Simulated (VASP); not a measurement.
Input of a VASP 6.6.1 run:

Contents of INCAR:

```
SYSTEM = AlRu
PREC = Accurate
ENCUT = 450
EDIFF = 1E-6
ISMEAR = 0
SIGMA = 0.1
LREAL = .FALSE.
LASPH = .TRUE.
NELM = 300
ALGO = Normal
ISIF = 2
LWAVE = .FALSE.
LCHARG = .TRUE.
LDIPOL = .TRUE.
IDIPOL = 3
DIPOL = 0.5 0.5 0.500
GGA = PE
LVHAR = .TRUE.
LVACPOTAV = .TRUE.
NBANDS = 44
GGA_COMPAT = .FALSE.
NELMDL = -8
AMIX = 0.1
BMIX = 1E-4
AMIX_MAG = 0.4
BMIX_MAG = 1E-4
KPAR = 4
```

KPOINTS

```
regular mesh
0
G
  12 12 1
  0 0 0
```

POSCAR

```
AlRu
1.0
    3.0040847246      0.0000000000      0.0000000000
    0.0000000000      3.0040847246      0.0000000000
    0.0000000000      0.0000000000     25.5142965360
Ru Al
4 4
Direct
    0.5000000000      0.5000000000      0.2939528428
    0.5000000000      0.5000000000      0.4116940755
    0.5000000000      0.5000000000      0.5294353082
    0.5000000000      0.5000000000      0.6471765408
    0.0000000000      0.0000000000      0.3528234592
    0.0000000000      0.0000000000      0.4705646918
    0.0000000000      0.0000000000      0.5883059245
    0.0000000000      0.0000000000      0.7060471572
```

Potentials or basis: VASP PAW PBE potentials, release 64 (Ru_pv, Al).

The run is started by

```console
$ cat potpaw_PBE.64/Ru_pv/POTCAR potpaw_PBE.64/Al/POTCAR > POTCAR
$ mpirun -np 4 vasp_std > vasp.out
```

**Question.** What does it give for the band gap on the k mesh?

**Answer.** Zero (bands 34 and 35 overlap by 2.03 eV).

**Question.** Estimate the largest force.

**Answer.** 1.512 eV/Å.

Forces in eV/Å, atoms in the order of the input:
```
Ru   0.000  0.000  0.658
Ru   0.000  0.000 -0.323
Ru   0.000  0.000 -0.223
Ru   0.000  0.000  1.512
Al   0.000  0.000 -0.271
Al   0.000  0.000  0.170
Al   0.000  0.000 -0.117
Al   0.000  0.000 -1.405
```
